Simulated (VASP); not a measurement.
# Sr2NbO2 (P-3m1) in VASP: further runs

Sr2NbO2 is run at these levels: PBE; tasks: single point, relaxation of cell and atoms.

All numbers are computed with VASP 6.6.1; they aren't measurements. Logs are shortened: lines on timing, memory, paths and dates and some standing lists are left out, and cuts for length are marked.

## Step 1: The cell of the first run

It takes space group P-3m1 (No. 164, trigonal). The conventional cell has a = 3.622 Å, b = 3.622 Å, c = 8.748 Å, α = 90.00°, β = 90.00°, γ = 120.00°. Within 3.7 Å of Sr (site symmetry 3m) lie 4 O at 2.58 to 3.46 Å and 3 Nb at 3.25 Å and 6 Sr at 3.62 Å. Nb (site symmetry -3m) has 6 O at 2.31 Å within 3.0 Å. Within 3.0 Å of O (site symmetry 3m) lie 3 Nb at 2.31 Å and 3 Sr at 2.58 Å and 3 O at 2.86 Å.

The cell was built from a structure type or drawn by symmetry, and may not be a known phase.

## Step 2: Single point, PBE, collinear spin

File INCAR:

```
PREC     = Accurate       # precision mode
ENCUT    = 520            # plane-wave cutoff, eV
EDIFF    = 1E-7           # SCF threshold, eV
ISMEAR   = 0              # smearing method
SIGMA    = 0.1            # smearing width, eV
LREAL    = False          # projectors in reciprocal space
LASPH    = True           # aspherical terms in the spheres
NELM     = 150            # most SCF steps
ALGO     = Normal         # electronic algorithm
ISIF     = 2              # what is computed and relaxed
LWAVE    = False          # write WAVECAR
LCHARG   = False          # write CHGCAR
ISPIN    = 2              # spin polarisation
MAGMOM   = -0.01 -0.01 0.88 0.05 0.05 # initial moments
LORBIT   = 11             # projections on sites
LMAXMIX  = 4              # l up to which the mixer works
GGA      = PE             # functional
NBANDS   = 34             # bands
```

File KPOINTS:

```
regular mesh
0
Gamma
  6 6 2
```

File POSCAR:

```
Sr2NbO2
1.0
    3.6222491729      0.0000000000      0.0000000000
   -1.8111245864      3.1369598026      0.0000000000
    0.0000000000      0.0000000000      8.7484214646
Sr Nb O
2 1 2
Direct
    0.6666666667      0.3333333333      0.2155121088
    0.3333333333      0.6666666667      0.7844878912
    0.0000000000      0.0000000000      0.5000000000
    0.6666666667      0.3333333333      0.6112035194
    0.3333333333      0.6666666667      0.3887964806
```

Potentials or basis: VASP PAW PBE potentials, release 64 (Sr_sv, Nb_sv, O).

On the command line:

```sh
> cat potpaw_PBE.64/Sr_sv/POTCAR potpaw_PBE.64/Nb_sv/POTCAR potpaw_PBE.64/O/POTCAR > POTCAR
> mpirun -np 1 vasp_std > vasp.out
```

OUTCAR:

```text
PREC = Accurate
   ENCUT = 520
   EDIFF = 1E-7
   ISMEAR = 0
   LREAL = False
   LASPH = True
   NELM = 150
   ISIF = 2
   ISPIN = 2
   LORBIT = 11
   GGA = PE

 ion  position               nearest neighbor table
   1  0.667  0.333  0.216-   5 2.58   5 2.58   5 2.58   3 3.25   3 3.25   3 3.25   4 3.46   2 4.31
                             2 4.31   2 4.31
   2  0.333  0.667  0.784-   4 2.58   4 2.58   4 2.58   3 3.25   3 3.25   3 3.25   5 3.46   1 4.31
                             1 4.31   1 4.31
   3  0.000  0.000  0.500-   4 2.31   5 2.31   4 2.31   5 2.31   4 2.31   5 2.31   1 3.25   2 3.25
                             2 3.25   1 3.25   1 3.25   2 3.25
   4  0.667  0.333  0.611-   3 2.31   3 2.31   3 2.31   2 2.58   2 2.58   2 2.58   1 3.46
   5  0.333  0.667  0.389-   3 2.31   3 2.31   3 2.31   1 2.58   1 2.58   1 2.58   2 3.46

  LATTYP: Found a hexagonal cell.
 ALAT       =     3.6222491729
 C/A-ratio  =     2.4151904099

  Lattice vectors:

 A1 = (   3.6222491729,   0.0000000000,   0.0000000000)
 A2 = (  -1.8111245864,   3.1369598026,   0.0000000000)
 A3 = (   0.0000000000,   0.0000000000,   8.7484214646)

Analysis of symmetry for initial positions (statically):
=====================================================================
 Subroutine PRICEL returns:
 Original cell was already a primitive cell.

 Routine SETGRP: Setting up the symmetry group for a
 hexagonal supercell.

 Subroutine GETGRP returns: Found 12 space group operations
 (whereof 12 operations were pure point group operations)
 out of a pool of 24 trial point group operations.

The static configuration has the point symmetry D_3d.

Analysis of symmetry for dynamics (positions and initial velocities):
=====================================================================
 Subroutine PRICEL returns:
 Original cell was already a primitive cell.

 Routine SETGRP: Setting up the symmetry group for a
 hexagonal supercell.

 Subroutine GETGRP returns: Found 12 space group operations
 (whereof 12 operations were pure point group operations)
 out of a pool of 24 trial point group operations.

The dynamic configuration has the point symmetry D_3d.

Analysis of structural, dynamic, and magnetic symmetry:
=====================================================================
 Subroutine PRICEL returns:
 Original cell was already a primitive cell.

 Routine SETGRP: Setting up the symmetry group for a
 hexagonal supercell.

 Subroutine GETGRP returns: Found 12 space group operations
 (whereof 12 operations were pure point group operations)
 out of a pool of 24 trial point group operations.

The overall configuration has the point symmetry D_3d.

 Subroutine INISYM returns: Found 12 space group operations
 (whereof 12 operations are pure point group operations),
 and found     1 'primitive' translations

----------------------------------------------------------------------------------------

                                     Primitive cell

  volume of cell :      99.4070

  direct lattice vectors                    reciprocal lattice vectors
     3.622249173  0.000000000  0.000000000     0.276071566  0.159389993  0.000000000
    -1.811124586  3.136959803  0.000000000     0.000000000  0.318779985  0.000000000
     0.000000000  0.000000000  8.748421465     0.000000000  0.000000000  0.114306336

  length of vectors
     3.622249173  3.622249173  8.748421465     0.318779985  0.318779985  0.114306336

  position of ions in fractional coordinates (direct lattice)
     0.666666667  0.333333333  0.215512109
     0.333333333  0.666666667  0.784487891
     0.000000000  0.000000000  0.500000000
     0.666666667  0.333333333  0.611203519
     0.333333333  0.666666667  0.388796481

  ion indices of the primitive-cell ions
   primitive index   ion index
                 1           1
                 2           2
                 3           3
[... 32 lines left out ...]
  0.166667 -0.000000  0.000000      6.000000
  0.333333  0.000000  0.000000      6.000000
  0.500000 -0.000000  0.000000      3.000000
  0.166667  0.166667  0.000000      6.000000
  0.333333  0.166667  0.000000     12.000000
  0.333333  0.333333  0.000000      2.000000
  0.000000  0.000000  0.500000      1.000000
  0.166667 -0.000000  0.500000      6.000000
  0.333333  0.000000  0.500000      6.000000
  0.500000 -0.000000  0.500000      3.000000
  0.166667  0.166667  0.500000      6.000000
  0.333333  0.166667  0.500000     12.000000
  0.333333  0.333333  0.500000      2.000000
   k-points           NKPTS =     14   k-points in BZ     NKDIM =     14   number of bands    NBANDS=     34
   number of dos      NEDOS =    301   number of ions     NIONS =      5
   total plane-waves  NPLWV =  54880
   dimension x,y,z NGX =    28 NGY =   28 NGZ =   70
   dimension x,y,z NGXF=    56 NGYF=   56 NGZF=  140
   ions per type =               2   1   2
   NGX,Y,Z   is equivalent  to a cutoff of  12.85, 12.85, 13.30 a.u.
   NGXF,Y,Z  is equivalent  to a cutoff of  25.70, 25.70, 26.60 a.u.
 SYSTEM =  unknown system
   PREC   = accura    normal or accurate (medium, high low for compatibility)
   ISTART =      0    job   : 0-new  1-cont  2-samecut
   ICHARG =      2    charge: 1-file 2-atom 10-const
   ISPIN  =      2    spin polarized calculation?
   LNONCOLLINEAR =      F non collinear calculations
   LSORBIT =      F    spin-orbit coupling
   LASPH  =      T    aspherical Exc in radial PAW
   ENCUT  =  520.0 eV  38.22 Ry    6.18 a.u.   6.73  6.73 16.27*2*pi/ulx,y,z
   NELM   =    150;   NELMIN=  2; NELMDL= -5     # of ELM steps
   EDIFF  = 0.1E-06   stopping-criterion for ELM
   LREAL  =      F    real-space projection
   EDIFFG = 0.1E-05   stopping-criterion for IOM
   NSW    =      0    number of steps for IOM
   IBRION =     -1    ionic relax: 0-MD 1-quasi-New 2-CG
   NFREE  =      0    steps in history (QN), initial steepest desc. (CG)
   ISIF   =      2    stress and relaxation
   ISYM   =      2    0-nonsym 1-usesym 2-fastsym
   POTIM  = 0.5000    time-step for ionic-motion
   TEBEG  =    0.0;   TEEND  =   0.0 temperature during run
   PSTRESS=    0.0 pullay stress
   NELECT =      45.0000    total number of electrons
   NUPDOWN=      -1.0000    fix difference up-down
   EMIN   =  10.00;   EMAX   =-10.00  energy-range for DOS
   EFERMI =   0.00;   METHOD = LEGACY
   ISMEAR =     0;   SIGMA  =   0.10  broadening in eV -4-tet -1-fermi 0-gaus
   EFERMI_NEDOS =   21; number of points for ismear=-14 and -15
   IALGO  =     38    algorithm
   IMIX   =      4    mixing-type and parameters
     AMIX     =   0.40;   BMIX     =  1.00
     AMIX_MAG =   1.60;   BMIX_MAG =  1.00
  volume/ion in A,a.u.               =      19.88       134.17
  Fermi-wavevector in a.u.,A,eV,Ry     =   1.257014  2.375411 21.498340  1.580083
  Thomas-Fermi vector in A             =   2.390693
   LORBIT       =     11    0 simple, 1 ext, 2 COOP (PROOUT), +10 PAW based schemes
   GGA     = PE    functional components
   LHFCALC =     F    Hartree Fock is set to
   AEXX    =    0.0000 exact exchange contribution
   IVDW    =     0    specifies the selected vdW correction
   LEPSILON=     F    determine dielectric tensor
   LRPA    =     F    only Hartree local field effects (RPA)
 spin polarized calculation
 Gauss-broadening in eV      SIGMA  =   0.10
  energy-cutoff  :      520.00
  volume of cell :       99.41
 maximum number of plane-waves:      2698
 NGX is ok and might be reduce to    28
   NGX = 13   NGY = 13   NGZ = 33

 number of electron      45.0000008 magnetization       1.2450688

 Free energy of the ion-electron system (eV)
  ---------------------------------------------------
  ext. energy  EPLUGINS =         0.00000000
  ---------------------------------------------------
  free energy    TOTEN  =       -30.42257466 eV

  energy without entropy =      -30.40055882  energy(sigma->0) =      -30.41156674

 E-fermi :   5.4824     XC(G=0):  -9.9345

 val. band max:        5.4668714190   @ k =   0.5000  -0.0000   0.0000
 cond. band min:       5.5103545951   @ k =   0.3333   0.1667   0.5000
 fundamental gap:      0.0434831762
 Fermi energy:         5.4824347096

 spin component 1

 k-point     1 :       0.0000    0.0000    0.0000
  band No.  band energies     occupation
      1     -50.5521      1.00000
      2     -30.2725      1.00000
      3     -30.2716      1.00000
      4     -26.7026      1.00000
      5     -26.7026      1.00000
      6     -26.5373      1.00000
[... 507 lines left out ...]
     33      10.8922      0.00000
     34      11.8238      0.00000
 Fermi energy:         5.4824347096

 spin component 2

 k-point     1 :       0.0000    0.0000    0.0000
  band No.  band energies     occupation
      1     -49.8241      1.00000
      2     -30.2809      1.00000
      3     -30.2784      1.00000
      4     -25.8514      1.00000
      5     -25.8514      1.00000
      6     -25.7476      1.00000
[... 507 lines left out ...]
     33      11.1188      0.00000
     34      11.8393      0.00000

------------------------ aborting loop because EDIFF is reached ----------------------------------------

  FORCE on cell =-STRESS in cart. coord.  units (eV):
  Direction    XX          YY          ZZ          XY          YZ          ZX
  --------------------------------------------------------------------------------------
  -------------------------------------------------------------------------------------
  Total        0.1025450      0.1025450      0.0533585      0.0000000      0.0000000     -0.0000000
  in kB        1.6527528      1.6527528      0.8599976      0.0000000      0.0000000     -0.0000000
  external PRESSURE =       1.3885011 kB  Pullay stress =       0.0000000 kB

 VOLUME and BASIS-vectors are now :
 -----------------------------------------------------------------------------
  energy-cutoff  :      520.00
  volume of cell :       99.41
      direct lattice vectors                 reciprocal lattice vectors
     3.622249173  0.000000000  0.000000000     0.276071566  0.159389993  0.000000000
    -1.811124586  3.136959803  0.000000000     0.000000000  0.318779985  0.000000000
     0.000000000  0.000000000  8.748421465     0.000000000  0.000000000  0.114306336

 POSITION                                       TOTAL-FORCE (eV/Angst)
 -----------------------------------------------------------------------------------
      1.81112      1.04565      1.88539        -0.000000      0.000000     -0.088848
     -0.00000      2.09131      6.86303         0.000000     -0.000000      0.088848
      0.00000      0.00000      4.37421        -0.000000      0.000000     -0.000000
      1.81112      1.04565      5.34707         0.000000      0.000000     -0.069406
     -0.00000      2.09131      3.40136        -0.000000     -0.000000      0.069406
 -----------------------------------------------------------------------------------
    total drift:                                0.000000     -0.000000     -0.000000

  FREE ENERGIE OF THE ION-ELECTRON SYSTEM (eV)
  ---------------------------------------------------
  free  energy   TOTEN  =       -30.4225746646 eV

  energy  without entropy=      -30.4005588165  energy(sigma->0) =      -30.41156674

 total charge

# of ion       s       p       d       tot
------------------------------------------
    1        2.036   5.766   0.291   8.093
    2        2.036   5.766   0.291   8.093
    3        2.136   5.972   2.430  10.539
    4        1.554   3.423   0.000   4.976
    5        1.554   3.423   0.000   4.976
--------------------------------------------------
tot          9.316  24.349   3.012  36.678

 magnetization (x)

# of ion       s       p       d       tot
------------------------------------------
    1       -0.002  -0.007   0.000  -0.008
    2       -0.002  -0.007   0.000  -0.008
    3        0.013   0.008   1.056   1.076
    4        0.000   0.032   0.000   0.032
    5        0.000   0.032   0.000   0.032
--------------------------------------------------
tot          0.009   0.058   1.057   1.124
```

Wall time 1.7 min (1 thread of AMD EPYC 9R45 (Zen 5), shared host); peak memory 0.27 GiB.

What came out:

- Free energy: -30.4226 eV
- Pressure: 0.1 GPa
- Largest force: 0.089 eV/Å
- Net moment: 1.25 μB per cell
- Site moments: Sr -0.01; Nb +1.08; O +0.03 μB
- Valence electrons inside the program's atomic spheres: Sr 8.09; Nb 10.54; O 4.98

Forces in eV/Å, atoms in the order of the input:
```
Sr   0.000  0.000 -0.089
Sr   0.000  0.000  0.089
Nb   0.000  0.000  0.000
O    0.000  0.000 -0.069
O    0.000  0.000  0.069
```

Levels at points of the mesh, in eV from the Fermi level:
Spin up:
```tsv
k point	band 19	band 20	band 21	band 22	band 23	band 24	band 25	band 26	band 27	band 28
(0.00, 0.00, 0.00)	-4.45	-4.45	-2.32	-0.94	-0.94	0.16	0.22	2.10	3.15	3.15
(0.50, 0.00, 0.00)	-4.82	-4.51	-1.62	-0.24	0.12	0.40	0.56	1.85	1.88	2.72
(0.00, 0.00, 0.50)	-4.45	-4.45	-1.71	-0.93	-0.93	-0.84	0.97	1.46	3.07	3.08
(0.50, 0.00, 0.50)	-4.82	-4.49	-1.60	-0.21	0.11	0.43	0.77	1.15	1.80	3.07
```
Spin down:
```
           k point  band 19  band 20  band 21  band 22  band 23  band 24  band 25  band 26
(0.00, 0.00, 0.00)    -4.38    -4.38    -2.52     0.10     0.32     0.32     0.59     2.18
(0.50, 0.00, 0.00)    -4.68    -4.44    -1.14    -0.02     0.30     1.03     1.50     1.71
(0.00, 0.00, 0.50)    -4.38    -4.38    -1.98    -0.67     0.33     0.33     1.35     1.45
(0.50, 0.00, 0.50)    -4.67    -4.42    -1.15     0.06     0.72     0.75     1.20     1.47
```

(Continued in part 2 of 2.)
